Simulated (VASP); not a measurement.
# GaP (F-43m) in VASP: a series of runs, part 2 of 2

VASP 6.6.1.

### 5 Single point, PBE-based global hybrid with 15 % exact exchange

POSCAR reads:

```
GaP
1.0
    0.0000000000      2.7252500963      2.7252500963
    2.7252500963      0.0000000000      2.7252500963
    2.7252500963      2.7252500963      0.0000000000
Ga P
1 1
Direct
    0.0000000000      0.0000000000      0.0000000000
    0.7500000000      0.7500000000      0.7500000000
```

INCAR.step1 reads:

```
SYSTEM = GaP
ALGO = Normal ; EDIFF = 1E-5
ENCUT = 520 ; GGA = PE
ISIF = 2 ; ISMEAR = 0
LASPH = .True. ; LREAL = .False.
LWAVE = .True. ; NBANDS = 16
NELM = 60 ; PREC = Accurate
SIGMA = 0.05
```

INCAR.step2 reads:

```
SYSTEM = GaP
AEXX = 0.15 ; ALGO = Normal
EDIFF = 1E-7 ; ENCUT = 520
GGA = PE ; ISIF = 2
ISMEAR = 0 ; ISTART = 1
LASPH = .True. ; LCHARG = .True.
LELF = .True. ; LHFCALC = .True.
LREAL = .False. ; LVHAR = .True.
LWAVE = .False. ; NBANDS = 16
NELM = 60 ; PREC = Accurate
PRECFOCK = Normal ; SIGMA = 0.05
```

KPOINTS reads:

```
k-points
0
Gamma
  4 4 4
  0 0 0
```

Potentials or basis: VASP PAW PBE potentials, release 64 (Ga_d, P).

Run with:

```bash
cat potpaw_PBE.64/Ga_d/POTCAR potpaw_PBE.64/P/POTCAR > POTCAR
cp INCAR.step1 INCAR
mpirun -np 1 vasp_std > vasp.out
cp INCAR.step2 INCAR
mpirun -np 1 vasp_std > vasp.out
```

OUTCAR:

```text
SYSTEM = GaP
   AEXX = 0.15
   EDIFF = 1E-7
   ENCUT = 520
   GGA = PE
   ISIF = 2
   ISMEAR = 0
   ISTART = 1
   LASPH = .True.
   LHFCALC = .True.
   LREAL = .False.
   NELM = 60
   PREC = Accurate
   PRECFOCK = Normal

 ion  position               nearest neighbor table
   1  0.000  0.000  0.000-   2 2.36   2 2.36   2 2.36   2 2.36
   2  0.750  0.750  0.750-   1 2.36   1 2.36   1 2.36   1 2.36

  LATTYP: Found a face centered cubic cell.
 ALAT       =     5.4505001926

  Lattice vectors:

 A1 = (   0.0000000000,   2.7252500963,   2.7252500963)
 A2 = (   2.7252500963,   0.0000000000,   2.7252500963)
 A3 = (   2.7252500963,   2.7252500963,   0.0000000000)

Analysis of symmetry for initial positions (statically):
=====================================================================
 Subroutine PRICEL returns:
 Original cell was already a primitive cell.

 Routine SETGRP: Setting up the symmetry group for a
 face centered cubic supercell.

 Subroutine GETGRP returns: Found 24 space group operations
 (whereof 24 operations were pure point group operations)
 out of a pool of 48 trial point group operations.

The static configuration has the point symmetry T_d .

Analysis of symmetry for dynamics (positions and initial velocities):
=====================================================================
 Subroutine PRICEL returns:
 Original cell was already a primitive cell.

 Routine SETGRP: Setting up the symmetry group for a
 face centered cubic supercell.

 Subroutine GETGRP returns: Found 24 space group operations
 (whereof 24 operations were pure point group operations)
 out of a pool of 48 trial point group operations.

The dynamic configuration has the point symmetry T_d .

 Subroutine INISYM returns: Found 24 space group operations
 (whereof 24 operations are pure point group operations),
 and found     1 'primitive' translations

----------------------------------------------------------------------------------------

                                     Primitive cell

  volume of cell :      40.4808

  direct lattice vectors                    reciprocal lattice vectors
     0.000000000  2.725250096  2.725250096    -0.183469400  0.183469400  0.183469400
     2.725250096  0.000000000  2.725250096     0.183469400 -0.183469400  0.183469400
     2.725250096  2.725250096  0.000000000     0.183469400  0.183469400 -0.183469400

  length of vectors
     3.854085647  3.854085647  3.854085647     0.317778322  0.317778322  0.317778322

  position of ions in fractional coordinates (direct lattice)
     0.000000000  0.000000000  0.000000000
     0.750000000  0.750000000  0.750000000

  ion indices of the primitive-cell ions
   primitive index   ion index
                 1           1
                 2           2

----------------------------------------------------------------------------------------

 KPOINTS: k-points

Automatic generation of k-mesh.
 Grid dimensions read from file:
 generate k-points for:    4    4    4

[... 22 lines left out ...]
  0.500000  0.000000  0.000000      4.000000
  0.250000  0.250000  0.000000      6.000000
  0.500000  0.250000  0.000000     24.000000
 -0.250000  0.250000  0.000000     12.000000
  0.500000  0.500000  0.000000      3.000000
 -0.250000  0.500000  0.250000      6.000000
   k-points           NKPTS =      8   k-points in BZ     NKDIM =     64   number of bands    NBANDS=     16
   number of dos      NEDOS =    301   number of ions     NIONS =      2
   total plane-waves  NPLWV =  27000
   dimension x,y,z NGX =    30 NGY =   30 NGZ =   30
   dimension x,y,z NGXF=    60 NGYF=   60 NGZF=   60
   ions per type =               1   1
   NGX,Y,Z   is equivalent  to a cutoff of  12.94, 12.94, 12.94 a.u.
   NGXF,Y,Z  is equivalent  to a cutoff of  25.88, 25.88, 25.88 a.u.
 SYSTEM =  GaP
   PREC   = accura    normal or accurate (medium, high low for compatibility)
   ISTART =      1    job   : 0-new  1-cont  2-samecut
   ICHARG =      0    charge: 1-file 2-atom 10-const
   ISPIN  =      1    spin polarized calculation?
   LNONCOLLINEAR =      F non collinear calculations
   LSORBIT =      F    spin-orbit coupling
   LASPH  =      T    aspherical Exc in radial PAW
   ENCUT  =  520.0 eV  38.22 Ry    6.18 a.u.   7.17  7.17  7.17*2*pi/ulx,y,z
   NELM   =     60;   NELMIN=  2; NELMDL=  0     # of ELM steps
   EDIFF  = 0.1E-06   stopping-criterion for ELM
   LREAL  =      F    real-space projection
   EDIFFG = 0.1E-05   stopping-criterion for IOM
   NSW    =      0    number of steps for IOM
   IBRION =     -1    ionic relax: 0-MD 1-quasi-New 2-CG
   NFREE  =      0    steps in history (QN), initial steepest desc. (CG)
   ISIF   =      2    stress and relaxation
   ISYM   =      3    0-nonsym 1-usesym 2-fastsym
   POTIM  = 0.5000    time-step for ionic-motion
   TEBEG  =    0.0;   TEEND  =   0.0 temperature during run
   PSTRESS=    0.0 pullay stress
   NELECT =      18.0000    total number of electrons
   NUPDOWN=      -1.0000    fix difference up-down
   EMIN   =  10.00;   EMAX   =-10.00  energy-range for DOS
   EFERMI =   0.00;   METHOD = LEGACY
   ISMEAR =     0;   SIGMA  =   0.05  broadening in eV -4-tet -1-fermi 0-gaus
   EFERMI_NEDOS =   21; number of points for ismear=-14 and -15
   IALGO  =     38    algorithm
   IMIX   =      1    mixing-type and parameters
     AMIX     =   0.40;   BMIX     =  1.00
     AMIX_MAG =   1.60;   BMIX_MAG =  1.00
  volume/ion in A,a.u.               =      20.24       136.59
  Fermi-wavevector in a.u.,A,eV,Ry     =   1.249538  2.361284 21.243375  1.561344
  Thomas-Fermi vector in A             =   2.383573
   LORBIT       =      0    0 simple, 1 ext, 2 COOP (PROOUT), +10 PAW based schemes
   GGA     = PE    functional components
   LHFCALC =     T    Hartree Fock is set to
   PRECFOCK=normal    Normal, Fast or Accurate (Low or Medium for compatibility)
   ENCUT4O =  -1.0   cutoff for four orbital integrals eV
   NKREDX  =     1    reduce k-point grid by
   NKREDY  =     1    reduce k-point grid by
   NKREDZ  =     1    reduce k-point grid by
   AEXX    =    0.1500 exact exchange contribution
   HFSCREEN=    0.0000 screening length (either q_TF or 0.3 A-1)
   HFSCREENC=   0.0000 screening length for correlation (either q_TF or 0.3 A-1)
   ENCUTFOCK=  -1.0 apply spherical cutoff to Coloumb kernel
   IVDW    =     0    specifies the selected vdW correction
   LEPSILON=     F    determine dielectric tensor
   LRPA    =     F    only Hartree local field effects (RPA)
 non-spin polarized calculation
 Gauss-broadening in eV      SIGMA  =   0.05
  energy-cutoff  :      520.00
  volume of cell :       40.48
 maximum number of plane-waves:      1106
 NGX is ok and might be reduce to    30
  NGX = 24; NGY = 24; NGZ = 24

 number of electron      17.9999989 magnetization

 Free energy of the ion-electron system (eV)
  ---------------------------------------------------
  ext. energy  EPLUGINS =         0.00000000
  ---------------------------------------------------
  free energy    TOTEN  =       -10.53749499 eV

  energy without entropy =      -10.53749499  energy(sigma->0) =      -10.53749499

 E-fermi :   4.4532     XC(G=0):  -8.5785

 val. band max:        4.1917877668   @ k =   0.0000   0.0000   0.0000
 cond. band min:       6.6608300241   @ k =   0.5000   0.5000   0.0000
 fundamental gap:      2.4690422572
 Fermi energy:         4.4532470178

 k-point     1 :       0.0000    0.0000    0.0000
  band No.  band energies     occupation
      1     -11.9031      2.00000
      2     -11.9031      2.00000
      3     -11.9031      2.00000
      4     -11.8032      2.00000
      5     -11.8032      2.00000
      6      -9.1058      2.00000
[... 129 lines left out ...]
      3     -11.8455      2.00000
      4     -11.8182      2.00000
      5     -11.7952      2.00000
      6      -5.8897      2.00000
[... 8 lines left out ...]
     15      17.3919      0.00000
     16      19.2757      0.00000

------------------------ aborting loop because EDIFF is reached ----------------------------------------

  FORCE on cell =-STRESS in cart. coord.  units (eV):
  Direction    XX          YY          ZZ          XY          YZ          ZX
  --------------------------------------------------------------------------------------
  -------------------------------------------------------------------------------------
  Total        0.3822907      0.3822907      0.3822907      0.0000000      0.0000000      0.0000000
  in kB       15.1305695     15.1305695     15.1305695      0.0000000      0.0000000      0.0000000
  external PRESSURE =      15.1305695 kB  Pullay stress =       0.0000000 kB

 VOLUME and BASIS-vectors are now :
 -----------------------------------------------------------------------------
  energy-cutoff  :      520.00
  volume of cell :       40.48
      direct lattice vectors                 reciprocal lattice vectors
     0.000000000  2.725250096  2.725250096    -0.183469400  0.183469400  0.183469400
     2.725250096  0.000000000  2.725250096     0.183469400 -0.183469400  0.183469400
     2.725250096  2.725250096  0.000000000     0.183469400  0.183469400 -0.183469400

 POSITION                                       TOTAL-FORCE (eV/Angst)
 -----------------------------------------------------------------------------------
      0.00000      0.00000      0.00000         0.000000     -0.000000      0.000000
      4.08788      4.08788      4.08788        -0.000000      0.000000     -0.000000
 -----------------------------------------------------------------------------------
    total drift:                               -0.000002      0.000008      0.000004

  FREE ENERGIE OF THE ION-ELECTRON SYSTEM (eV)
  ---------------------------------------------------
  free  energy   TOTEN  =       -10.5374949900 eV

  energy  without entropy=      -10.5374949900  energy(sigma->0) =      -10.53749499
```

Wall time 6.7 min (1 thread of AMD EPYC 7R13 (Zen 3), shared host); peak memory 0.14 GiB.

What came out:

```yaml
Free_energy: -10.5375 eV
Pressure: 1.5 GPa
Band_gap_on_the_k_mesh: 2.47 eV (least direct gap 2.86 eV)
```

Levels at points of the mesh, in eV from the valence-band top:
| k point | band 5 | band 6 | band 7 | band 8 | band 9 | band 10 | band 11 | band 12 | band 13 | band 14 |
| --- | --- | --- | --- | --- | --- | --- | --- | --- | --- | --- |
| (0.00, 0.00, 0.00) | -16.00 | -13.30 | 0.00 | 0.00 | 0.00 | 2.86 | 4.85 | 4.85 | 4.85 | 9.87 |
| (0.50, 0.00, 0.00) | -15.99 | -11.13 | -7.03 | -1.18 | -1.18 | 2.62 | 5.70 | 5.70 | 9.31 | 12.11 |
| (0.50, 0.50, 0.00) | -15.98 | -10.18 | -7.14 | -2.85 | -2.85 | 2.47 | 2.71 | 11.94 | 11.94 | 12.50 |

Caveat: the k points lie up to 0.50 Å⁻¹ apart; the PAW data sets were made with another functional, which shifts forces and pressure a little.

### 6 Overview

```csv
level,k mesh,grid for exact exchange (PRECFOCK),share of exact exchange,screening parameter,gap on the mesh (eV),pressure (GPa)
PBE,4 × 4 × 4,-,-,-,1.63,2.9
PBE,8 × 8 × 8,-,-,-,1.64,2.4
PBE-based screened hybrid with 35 % exact exchange,4 × 4 × 4,Normal,0.35,0.1 1/Å,3.06,-0.2
PBE-based global hybrid with 15 % exact exchange,4 × 4 × 4,Normal,0.15,-,2.47,1.5
```

Alike in all rows: task single point; potentials or basis VASP PAW PBE potentials, release 64 (Ga_d, P); no spin polarisation; cell as given; cutoff (eV) 520; smearing gaussian 0.05 eV.

Caveats: some runs use coarse meshes; the PAW data sets were made with another functional, which shifts forces and pressure a little (at least some runs).

Absolute energies hang on the potentials; compare differences alone.
